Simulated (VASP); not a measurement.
Write the native input for VASP 6.6.1 that does the following.

* Task: single point
* Functional: PBEsol
* Potentials or basis: VASP PAW PBE potentials, release 64 (Be, Sb, Ge_d)
* Cutoff: 520 eV
* k mesh: 6 × 6 × 4
* Occupations: fermi-dirac, width 0.03 eV
* Spin: no spin polarisation
* Dipole correction: no
* Further INCAR settings: ALGO = Normal; EDIFF = 1e-07; NBANDS = 21

The structure of BeGeSb2 lies in POSCAR:

```
BeGeSb2
1.0
    4.1556123073      0.0000000000      0.0000000000
    0.0000000000      4.1556123073      0.0000000000
    0.0000000000      0.0000000000      5.7869235240
Be Sb Ge
1 2 1
Direct
    0.0000000000      0.0000000000      0.0000000000
    0.0000000000      0.5000000000      0.2168661853
    0.5000000000      0.0000000000      0.7831338147
    0.5000000000      0.5000000000      0.5000000000
```

The input as run:

INCAR

```
PREC     = Accurate       # precision mode
ENCUT    = 520            # plane-wave cutoff, eV
EDIFF    = 1E-7           # SCF threshold, eV
ISMEAR   = -1             # smearing method
SIGMA    = 0.03           # smearing width, eV
LREAL    = False          # projectors in reciprocal space
LASPH    = True           # aspherical terms in the spheres
NELM     = 60             # most SCF steps
ALGO     = Normal         # electronic algorithm
ISIF     = 2              # what is computed and relaxed
LWAVE    = False          # write WAVECAR
LCHARG   = False          # write CHGCAR
GGA      = PS             # functional
NBANDS   = 21             # bands
```

KPOINTS

```
Automatic mesh
0
Gamma
  6 6 4
```

Potentials or basis: VASP PAW PBE potentials, release 64 (Be, Sb, Ge_d).

Launch:

```console
$ cat potpaw_PBE.64/Be/POTCAR potpaw_PBE.64/Sb/POTCAR potpaw_PBE.64/Ge_d/POTCAR > POTCAR
$ mpirun -np 1 vasp_std > vasp.out
```

It gave:

| Quantity | Value |
| --- | --- |
| Pressure | 0.2 GPa |
| Largest force | 0.005 eV/Å |
| Band gap on the k mesh | zero (bands 13 and 14 overlap by 0.69 eV) |

Caveat: the PAW data sets were made with another functional, which shifts forces and pressure a little; spin-orbit coupling is left out, which moves the levels of the heavy elements.

It took 41 s on 1 thread of Intel(R) Xeon(R) Platinum 8259CL CPU @ 2.50GHz (Skylake/Cascade Lake), on a shared host, peak memory 0.25 GiB.
